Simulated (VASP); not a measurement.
Input of a VASP 6.6.1 run:

Contents of POSCAR:

```
Ir
1.0
    0.0000000000      1.9282864624      1.9282864624
    1.9282864624      0.0000000000      1.9282864624
    1.9282864624      1.9282864624      0.0000000000
Ir
1
Direct
    0.0000000000      0.0000000000      0.0000000000
```

File INCAR.step1:

```
SYSTEM = Ir
PREC = Accurate ; ENCUT = 520
EDIFF = 1E-5 ; ISMEAR = -1
SIGMA = 0.05 ; LREAL = .FALSE.
LASPH = .TRUE. ; NELM = 100
ALGO = Normal ; ISIF = 2
LWAVE = .TRUE. ; LCHARG = .FALSE.
GGA = PE ; NBANDS = 10
```

Contents of INCAR.step2:

```
SYSTEM = Ir
PREC = Accurate ; ENCUT = 520
EDIFF = 1E-7 ; ISMEAR = -1
SIGMA = 0.05 ; LREAL = .FALSE.
LASPH = .TRUE. ; NELM = 100
ALGO = Normal ; ISIF = 2
LWAVE = .FALSE. ; LCHARG = .FALSE.
GGA = PE ; LHFCALC = .TRUE.
AEXX = 0.25 ; PRECFOCK = Normal
ISTART = 1 ; NBANDS = 10
```

Contents of KPOINTS:

```
Automatic mesh
0
G
  8 8 8
  0 0 0
```

Potentials or basis: VASP PAW PBE potentials, release 64 (Ir).

The run is started by

```sh
$ cat potpaw_PBE.64/Ir/POTCAR > POTCAR
$ cp INCAR.step1 INCAR
$ mpirun -np 1 vasp_std > vasp.out
$ cp INCAR.step2 INCAR
$ mpirun -np 1 vasp_std > vasp.out
```

(1) Estimate the band gap on the k mesh.

(2) What does it give for the pressure?

Results:

(1) zero (an odd number of electrons rules out a gap without spin polarisation).

(2) -5.4 GPa.

Caveat: the cell stands under tension; the PAW data sets were made with another functional, which shifts forces and pressure a little; spin-orbit coupling is left out, which moves the levels of the heavy elements.
